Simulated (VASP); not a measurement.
# HgTe (Fm-3m) in VASP: further runs

The runs below take HgTe through single point, with RPBE, revPBE, BLYP, PBE.

Program: VASP 6.6.1. These are calculated values, not measurements. Logs are shortened: lines on timing, memory, paths and dates and some standing lists are left out, and cuts for length are marked.

### Step 1. The cell of the first run

It takes space group Fm-3m (No. 225, cubic). The conventional cell has a = 6.360 Å, b = 6.360 Å, c = 6.360 Å, α = 90.00°, β = 90.00°, γ = 90.00°. Hg (site symmetry m-3m) has 6 Te at 3.18 Å within 4.2 Å. Within 4.2 Å of Te (site symmetry m-3m) lie 6 Hg at 3.18 Å.

### Step 2. Single point, RPBE

The input, INCAR:

```
PREC = Accurate
ENCUT = 520
EDIFF = 1E-6
ISMEAR = -1
SIGMA = 0.05
LREAL = False
LASPH = True
NELM = 80
ALGO = Normal
ISIF = 2
LWAVE = False
LCHARG = False
GGA = RP
NBANDS = 16
```

The input, KPOINTS:

```
regular mesh
0
Gamma
  7 7 7
```

The input, POSCAR:

```
HgTe
1.0
    0.0000000000      3.1800000000      3.1800000000
    3.1800000000      0.0000000000      3.1800000000
    3.1800000000      3.1800000000      0.0000000000
Hg Te
1 1
Direct
    0.0000000000      0.0000000000      0.0000000000
    0.5000000000      0.5000000000      0.5000000000
```

Potentials or basis: VASP PAW PBE potentials, release 64 (Hg, Te).

Started as:

```sh
> cat potpaw_PBE.64/Hg/POTCAR potpaw_PBE.64/Te/POTCAR > POTCAR
> mpirun -np 1 vasp_std > vasp.out
```

OUTCAR:

```text
PREC = Accurate
   ENCUT = 520
   EDIFF = 1E-6
   ISMEAR = -1
   LREAL = False
   LASPH = True
   NELM = 80
   ISIF = 2
   GGA = RP

 ion  position               nearest neighbor table
   1  0.000  0.000  0.000-   2 3.18   2 3.18   2 3.18   2 3.18   2 3.18   2 3.18
   2  0.500  0.500  0.500-   1 3.18   1 3.18   1 3.18   1 3.18   1 3.18   1 3.18

  LATTYP: Found a face centered cubic cell.
 ALAT       =     6.3600000000

  Lattice vectors:

 A1 = (   0.0000000000,   3.1800000000,   3.1800000000)
 A2 = (   3.1800000000,   0.0000000000,   3.1800000000)
 A3 = (   3.1800000000,   3.1800000000,   0.0000000000)

Analysis of symmetry for initial positions (statically):
=====================================================================
 Subroutine PRICEL returns:
 Original cell was already a primitive cell.

 Routine SETGRP: Setting up the symmetry group for a
 face centered cubic supercell.

 Subroutine GETGRP returns: Found 48 space group operations
 (whereof 48 operations were pure point group operations)
 out of a pool of 48 trial point group operations.

The static configuration has the point symmetry O_h .

Analysis of symmetry for dynamics (positions and initial velocities):
=====================================================================
 Subroutine PRICEL returns:
 Original cell was already a primitive cell.

 Routine SETGRP: Setting up the symmetry group for a
 face centered cubic supercell.

 Subroutine GETGRP returns: Found 48 space group operations
 (whereof 48 operations were pure point group operations)
 out of a pool of 48 trial point group operations.

The dynamic configuration has the point symmetry O_h .

 Subroutine INISYM returns: Found 48 space group operations
 (whereof 48 operations are pure point group operations),
 and found     1 'primitive' translations

----------------------------------------------------------------------------------------

                                     Primitive cell

  volume of cell :      64.3149

  direct lattice vectors                    reciprocal lattice vectors
     0.000000000  3.180000000  3.180000000    -0.157232704  0.157232704  0.157232704
     3.180000000  0.000000000  3.180000000     0.157232704 -0.157232704  0.157232704
     3.180000000  3.180000000  0.000000000     0.157232704  0.157232704 -0.157232704

  length of vectors
     4.497199128  4.497199128  4.497199128     0.272335033  0.272335033  0.272335033

  position of ions in fractional coordinates (direct lattice)
     0.000000000  0.000000000  0.000000000
     0.500000000  0.500000000  0.500000000

  ion indices of the primitive-cell ions
   primitive index   ion index
                 1           1
                 2           2

----------------------------------------------------------------------------------------

 KPOINTS: regular mesh

Automatic generation of k-mesh.
 Grid dimensions read from file:
 generate k-points for:    7    7    7

 Generating k-lattice:

  Cartesian coordinates                     Fractional coordinates (reciprocal lattice)
    -0.022461815  0.022461815  0.022461815     0.142857143  0.000000000  0.000000000
     0.022461815 -0.022461815  0.022461815     0.000000000  0.142857143  0.000000000
     0.022461815  0.022461815 -0.022461815     0.000000000  0.000000000  0.142857143

  Length of vectors
     0.038905005  0.038905005  0.038905005

  Shift w.r.t. Gamma in fractional coordinates (k-lattice)
     0.000000000  0.000000000  0.000000000

 Subroutine IBZKPT returns following result:
 ===========================================

 Found     20 irreducible k-points:

 Following reciprocal coordinates:
            Coordinates               Weight
  0.000000  0.000000  0.000000      1.000000
  0.142857  0.000000  0.000000      8.000000
  0.285714  0.000000  0.000000      8.000000
  0.428571  0.000000  0.000000      8.000000
  0.142857  0.142857  0.000000      6.000000
  0.285714  0.142857  0.000000     24.000000
[... 12 lines left out ...]
 -0.428571  0.428571  0.142857     24.000000
 -0.285714  0.428571  0.142857     24.000000
   k-points           NKPTS =     20   k-points in BZ     NKDIM =     20   number of bands    NBANDS=     16
   number of dos      NEDOS =    301   number of ions     NIONS =      2
   total plane-waves  NPLWV =  46656
   dimension x,y,z NGX =    36 NGY =   36 NGZ =   36
   dimension x,y,z NGXF=    72 NGYF=   72 NGZF=   72
   ions per type =               1   1
   NGX,Y,Z   is equivalent  to a cutoff of  13.31, 13.31, 13.31 a.u.
   NGXF,Y,Z  is equivalent  to a cutoff of  26.62, 26.62, 26.62 a.u.
 SYSTEM =  unknown system
   PREC   = accura    normal or accurate (medium, high low for compatibility)
   ISTART =      0    job   : 0-new  1-cont  2-samecut
   ICHARG =      2    charge: 1-file 2-atom 10-const
   ISPIN  =      1    spin polarized calculation?
   LNONCOLLINEAR =      F non collinear calculations
   LSORBIT =      F    spin-orbit coupling
   LASPH  =      T    aspherical Exc in radial PAW
   ENCUT  =  520.0 eV  38.22 Ry    6.18 a.u.   8.36  8.36  8.36*2*pi/ulx,y,z
   NELM   =     80;   NELMIN=  2; NELMDL= -5     # of ELM steps
   EDIFF  = 0.1E-05   stopping-criterion for ELM
   LREAL  =      F    real-space projection
   EDIFFG = 0.1E-04   stopping-criterion for IOM
   NSW    =      0    number of steps for IOM
   IBRION =     -1    ionic relax: 0-MD 1-quasi-New 2-CG
   NFREE  =      0    steps in history (QN), initial steepest desc. (CG)
   ISIF   =      2    stress and relaxation
   ISYM   =      2    0-nonsym 1-usesym 2-fastsym
   POTIM  = 0.5000    time-step for ionic-motion
   TEBEG  =    0.0;   TEEND  =   0.0 temperature during run
   PSTRESS=    0.0 pullay stress
   NELECT =      18.0000    total number of electrons
   NUPDOWN=      -1.0000    fix difference up-down
   EMIN   =  10.00;   EMAX   =-10.00  energy-range for DOS
   EFERMI =   0.00;   METHOD = LEGACY
   ISMEAR =    -1;   SIGMA  =   0.05  broadening in eV -4-tet -1-fermi 0-gaus
   EFERMI_NEDOS =   21; number of points for ismear=-14 and -15
   IALGO  =     38    algorithm
   IMIX   =      4    mixing-type and parameters
     AMIX     =   0.40;   BMIX     =  1.00
     AMIX_MAG =   1.60;   BMIX_MAG =  1.00
  volume/ion in A,a.u.               =      32.16       217.01
  Fermi-wavevector in a.u.,A,eV,Ry     =   1.070850  2.023613 15.602062  1.146719
  Thomas-Fermi vector in A             =   2.206572
   LORBIT       =      0    0 simple, 1 ext, 2 COOP (PROOUT), +10 PAW based schemes
   GGA     = RP    functional components
   LHFCALC =     F    Hartree Fock is set to
   AEXX    =    0.0000 exact exchange contribution
   IVDW    =     0    specifies the selected vdW correction
   LEPSILON=     F    determine dielectric tensor
   LRPA    =     F    only Hartree local field effects (RPA)
 non-spin polarized calculation
  energy-cutoff  :      520.00
  volume of cell :       64.31
 maximum number of plane-waves:      1759
 NGX is ok and might be reduce to    36
   NGX = 17   NGY = 17   NGZ = 17

 number of electron      17.9999998 magnetization

 Free energy of the ion-electron system (eV)
  ---------------------------------------------------
  ext. energy  EPLUGINS =         0.00000000
  ---------------------------------------------------
  free energy    TOTEN  =        -2.53694193 eV

  energy without entropy =       -2.52844729  energy(sigma->0) =       -2.53269461

 E-fermi :   3.2164     XC(G=0):  -9.1369

 val. band max:        3.1982517001   @ k =  -0.1429   0.1429   0.0000
 cond. band min:       3.3061979072   @ k =   0.4286   0.0000   0.0000
 fundamental gap:      0.1079462071
 Fermi energy:         3.2164289204

 k-point     1 :       0.0000    0.0000    0.0000
  band No.  band energies     occupation
      1      -8.0301      2.00000
      2      -3.1049      2.00000
      3      -3.1049      2.00000
      4      -3.0574      2.00000
      5      -3.0574      2.00000
      6      -3.0574      2.00000
[... 8 lines left out ...]
     15      10.7917      0.00000
     16      10.7917      0.00000

 k-point     2 :       0.1429    0.0000    0.0000
  band No.  band energies     occupation
      1      -7.8962      2.00000
      2      -3.1492      2.00000
      3      -3.1492      2.00000
      4      -3.0709      2.00000
      5      -3.0389      2.00000
      6      -3.0389      2.00000
[... 8 lines left out ...]
     15      11.2662      0.00000
     16      11.2662      0.00000

 k-point     3 :       0.2857    0.0000    0.0000
  band No.  band energies     occupation
      1      -7.5518      2.00000
      2      -3.2512      2.00000
      3      -3.2512      2.00000
      4      -3.1320      2.00000
      5      -2.9898      2.00000
      6      -2.9898      2.00000
[... 8 lines left out ...]
     15      12.1846      0.00000
     16      12.1846      0.00000

 k-point     4 :       0.4286    0.0000    0.0000
  band No.  band energies     occupation
      1      -7.2107      2.00000
      2      -3.3299      2.00000
      3      -3.3299      2.00000
      4      -3.2602      2.00000
      5      -2.9488      2.00000
      6      -2.9488      2.00000
[... 8 lines left out ...]
     15      13.4846      0.00000
     16      13.4846      0.00000
[... 248 lines left out ...]
 k-point    18 :      -0.4286    0.2857    0.1429
  band No.  band energies     occupation
      1      -7.1856      2.00000
      2      -3.2698      2.00000
      3      -3.1404      2.00000
      4      -3.0918      2.00000
      5      -2.9324      2.00000
      6      -2.8826      2.00000
[... 8 lines left out ...]
     15      13.1345      0.00000
     16      14.4055      0.00000

 k-point    19 :      -0.4286    0.4286    0.1429
  band No.  band energies     occupation
      1      -7.2149      2.00000
      2      -3.1571      2.00000
      3      -3.1140      2.00000
      4      -2.9814      2.00000
      5      -2.9033      2.00000
      6      -2.7048      2.00000
[... 8 lines left out ...]
     15      14.1245      0.00000
     16      15.5317      0.00000

 k-point    20 :      -0.2857    0.4286    0.1429
  band No.  band energies     occupation
      1      -7.1578      2.00000
      2      -3.2400      2.00000
      3      -3.0890      2.00000
      4      -3.0272      2.00000
      5      -2.9029      2.00000
      6      -2.6854      2.00000
[... 8 lines left out ...]
     15      13.2752      0.00000
     16      15.3807      0.00000

------------------------ aborting loop because EDIFF is reached ----------------------------------------

  FORCE on cell =-STRESS in cart. coord.  units (eV):
  Direction    XX          YY          ZZ          XY          YZ          ZX
  --------------------------------------------------------------------------------------
  -------------------------------------------------------------------------------------
  Total       -0.7937802     -0.7937802     -0.7937802      0.0000000      0.0000000      0.0000000
  in kB      -19.7742261    -19.7742261    -19.7742261      0.0000000      0.0000000      0.0000000
  external PRESSURE =     -19.7742261 kB  Pullay stress =       0.0000000 kB

 VOLUME and BASIS-vectors are now :
 -----------------------------------------------------------------------------
  energy-cutoff  :      520.00
  volume of cell :       64.31
      direct lattice vectors                 reciprocal lattice vectors
     0.000000000  3.180000000  3.180000000    -0.157232704  0.157232704  0.157232704
     3.180000000  0.000000000  3.180000000     0.157232704 -0.157232704  0.157232704
     3.180000000  3.180000000  0.000000000     0.157232704  0.157232704 -0.157232704

 POSITION                                       TOTAL-FORCE (eV/Angst)
 -----------------------------------------------------------------------------------
      0.00000      0.00000      0.00000         0.000000      0.000000      0.000000
      3.18000      3.18000      3.18000        -0.000000     -0.000000     -0.000000
 -----------------------------------------------------------------------------------
    total drift:                               -0.000000      0.000000      0.000000

  FREE ENERGIE OF THE ION-ELECTRON SYSTEM (eV)
  ---------------------------------------------------
  free  energy   TOTEN  =        -2.5369419252 eV

  energy  without entropy=       -2.5284472904  energy(sigma->0) =       -2.53269461
```

Wall time 12 s (1 thread of AMD EPYC 9R45 (Zen 5), shared host); peak memory 0.18 GiB.

Results:

| Item | Value |
| --- | --- |
| Free energy | -2.5369 eV |
| Pressure | -2.0 GPa |
| Band gap on the k mesh | zero (band 9 reaches 3.36 eV, above the bottom of band 10 at 1.46 eV) |

Levels at points of the mesh, in eV from the Fermi level:
```tsv
k point	band 5	band 6	band 7	band 8	band 9	band 10	band 11	band 12	band 13	band 14
(0.00, 0.00, 0.00)	-6.27	-6.27	-1.33	-0.56	-0.56	-0.56	7.51	7.51	7.51	7.58
```

Caveat: the PAW data sets were made with another functional, which shifts forces and pressure a little; spin-orbit coupling is left out, which moves the levels of the heavy elements.

### Step 3. Single point, revPBE

The input, INCAR:

```
PREC = Accurate
ENCUT = 520
EDIFF = 1E-6
ISMEAR = -1
SIGMA = 0.05
LREAL = F
LASPH = T
NELM = 80
ALGO = Normal
ISIF = 2
LWAVE = F
LCHARG = F
GGA = RE
NBANDS = 16
```

KPOINTS is that of step 2.

POSCAR is that of step 2.

Potentials or basis: VASP PAW PBE potentials, release 64 (Hg, Te).

Started as:

```sh
> cat potpaw_PBE.64/Hg/POTCAR potpaw_PBE.64/Te/POTCAR > POTCAR
> mpirun -np 1 vasp_std > vasp.out
```

It took 11 s on 1 thread of AMD EPYC 9R45 (Zen 5), shared host; peak memory 0.18 GiB.

Results (log left out):

```yaml
Free_energy: -2.6225 eV
Pressure: -2.4 GPa
Band_gap_on_the_k_mesh: zero (band 9 reaches 3.33 eV, above the bottom of band 10 at 1.43 eV)
```

Levels at points of the mesh, in eV from the Fermi level:
```csv
k point,band 5,band 6,band 7,band 8,band 9,band 10,band 11,band 12,band 13,band 14
"(0.00, 0.00, 0.00)",-6.27,-6.27,-1.35,-0.56,-0.56,-0.56,7.49,7.49,7.49,7.57
```

Caveat: the PAW data sets were made with another functional, which shifts forces and pressure a little; spin-orbit coupling is left out, which moves the levels of the heavy elements.

### Step 4. Single point, BLYP

The input, INCAR:

```
SYSTEM = HgTe
PREC = Accurate
ENCUT = 520
EDIFF = 1E-7
ISMEAR = -1
SIGMA = 0.05
LREAL = .FALSE.
LASPH = .TRUE.
NELM = 100
ALGO = Normal
ISIF = 2
LWAVE = .FALSE.
LCHARG = .FALSE.
GGA = B5
ALDAX = 1.0
AGGAX = 1.0
AGGAC = 1.0
ALDAC = 0.0
NBANDS = 16
```

The input, KPOINTS:

```
regular mesh
0
G
  7 7 7
  0 0 0
```

POSCAR is that of step 3.

Started as:

```sh
> cat potpaw_PBE.64/Hg/POTCAR potpaw_PBE.64/Te/POTCAR > POTCAR
> mpirun -np 1 vasp_std > vasp.out
```

Wall time 27 s (1 thread of AMD EPYC 9R45 (Zen 5), shared host); peak memory 0.18 GiB.

Results (log left out):

| Property | Result |
| --- | --- |
| Free energy | -2.2744 eV |
| Pressure | 0.0 GPa |
| Band gap on the k mesh | zero (band 9 reaches 3.69 eV, above the bottom of band 10 at 1.80 eV) |

Levels at points of the mesh, in eV from the Fermi level:
```csv
k point,band 5,band 6,band 7,band 8,band 9,band 10,band 11,band 12,band 13,band 14
"(0.00, 0.00, 0.00)",-6.28,-6.28,-1.46,-0.57,-0.57,-0.57,7.41,7.41,7.41,7.76
```

Caveat: the PAW data sets were made with another functional, which shifts forces and pressure a little; spin-orbit coupling is left out, which moves the levels of the heavy elements.

[end of part 1 of 2]
